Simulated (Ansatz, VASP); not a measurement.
## CsH5 in VASP and in Ansatz

```
Cs H
1.0
     4.41046    0.00000    0.00000
    -2.20523    3.81957    0.00000
     0.00000    0.00000    4.05526
Cs H
1 5
Cartesian
  0.0000 0.0000 0.0000
  2.2052 0.0000 2.0276
  1.1026 1.9098 2.0276
  -1.1026 1.9098 2.0276
  0.0000 2.5464 2.0276
  2.2052 1.2732 2.0276
```

Alike in both runs: functional PBE; k mesh 12 × 12 × 10; occupations gaussian, width 0.1 eV; no spin polarisation.

Ansatz relaxed the structure, and its values are those at the end. VASP's run is a single point on that final structure, the one shown.

|  | VASP | Ansatz |
| --- | --- | --- |
| version | VASP 6.6.1 | Ansatz 0.2.0 |
| potentials or method | VASP PAW PBE potentials, release 64 (Cs_sv, H), cutoff 520 eV | scalar-relativistic, plane waves, PAW |
| valence electrons in the cell | 14 | 14 |

```tsv
	VASP	Ansatz	Ansatz less VASP
gap on the k mesh at the Fermi level (eV)	none	none	-
pressure (GPa)	0.0	0.0	-0.02
```

A gap of «none» marks a metal or a gap that the smearing closes.

Spin-orbit coupling is off throughout.
